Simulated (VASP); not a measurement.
Runs of VASP 6.6.1 on AlNi3. The structure is that of space group R-3m (No. 166), or close to it. The cells are those of the table. 

```tsv
cell	gap on the mesh (eV)	pressure (GPa)	largest force (eV/Å)
a = 3.983 Å, angles 57.3°, 4 atoms	none	19.0	0.10
a = 3.862 Å, angles 62.7°, 4 atoms	none	(a)	0.11
a = 3.826 Å, angles 62.7°, 4 atoms	none	(b)	0.13
a = 4.075 Å, angles 54.7°, 4 atoms	none	21.4	0.16
a = 3.759 Å, angles 65.4°, 4 atoms	none	22.4	0.28
```

Alike in all rows: task single point; level PBE; potentials or basis VASP PAW PBE potentials, release 64 (Al, Ni); no spin polarisation; k mesh 14 × 14 × 14; cutoff (eV) 520; smearing gaussian 0.15 eV.

Q: Fill in the values left out.

A: (a) 12.1; (b) 19.1.

Caveats: the cell stands under pressure.

A gap of «none» marks levels without a gap at the run's occupations.
